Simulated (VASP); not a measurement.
Input of a VASP 6.6.1 run:

File INCAR:

```
SYSTEM = SnTe
  PREC = Accurate
  ENCUT = 500
  EDIFF = 1E-6
  ISMEAR = 0
  SIGMA = 0.05
  LREAL = .FALSE.
  LASPH = .TRUE.
  NELM = 120
  ALGO = Normal
  ISIF = 2
  LWAVE = .FALSE.
  LCHARG = .TRUE.
  GGA = PE
  LELF = .TRUE.
  LVHAR = .TRUE.
  NBANDS = 17
  GGA_COMPAT = .FALSE.
```

Contents of KPOINTS:

```
regular mesh
0
G
  6 6 6
  0 0 0
```

The input POSCAR:

```
SnTe
1.0
    0.0000000000      3.1804200574      3.1804200574
    3.1804200574      0.0000000000      3.1804200574
    3.1804200574      3.1804200574      0.0000000000
Sn Te
1 1
Direct
    0.5000000000      0.5000000000      0.5000000000
    0.0000000000      0.0000000000      0.0000000000
```

Potentials or basis: VASP PAW PBE potentials, release 64 (Sn_d, Te).

Launch:

```bash
$ cat potpaw_PBE.64/Sn_d/POTCAR potpaw_PBE.64/Te/POTCAR > POTCAR
$ mpirun -np 1 vasp_std > vasp.out
```

Question: Predict the band gap on the k mesh.

Answer: 0.01 eV.

Question: Predict the pressure.

Answer: 0.9 GPa.

Caveat: semilocal functionals underestimate gaps, and a narrow one can read as zero; spin-orbit coupling is left out, which moves the levels of the heavy elements. A k mesh can miss the band edges.
